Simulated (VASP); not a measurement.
A run of VASP 6.6.1:

File INCAR:

```
SYSTEM = TePb
PREC = Accurate
ENCUT = 520
EDIFF = 1E-7
ISMEAR = 0
SIGMA = 0.05
LREAL = .False.
LASPH = .True.
NELM = 100
ALGO = Normal
ISIF = 2
LWAVE = .False.
LCHARG = .False.
GGA = PE
IVDW = 12
NBANDS = 17
```

KPOINTS

```
regular mesh
0
Gamma
  8 8 8
  0 0 0
```

The input POSCAR:

```
TePb
1.0
    3.9885984184      0.0000000000      0.0000000000
    0.0000000000      3.9885984184      0.0000000000
    0.0000000000      0.0000000000      3.9885984184
Te Pb
1 1
Direct
    0.5000000000      0.5000000000      0.5000000000
    0.0000000000      0.0000000000      0.0000000000
```

Potentials or basis: VASP PAW PBE potentials, release 64 (Te, Pb_d).

Command:

```sh
$ cat potpaw_PBE.64/Te/POTCAR potpaw_PBE.64/Pb_d/POTCAR > POTCAR
$ mpirun -np 1 vasp_std > vasp.out
```

Hardware: 1 thread of AMD EPYC 7R13 Processor (Zen 3), on a shared host.

Question: How long does it take, and how much memory?

Answer: It took 23 s on 1 thread of AMD EPYC 7R13 Processor (Zen 3) (shared host), peak memory 0.17 GiB. Counts: scf iterations 14, k points 35.
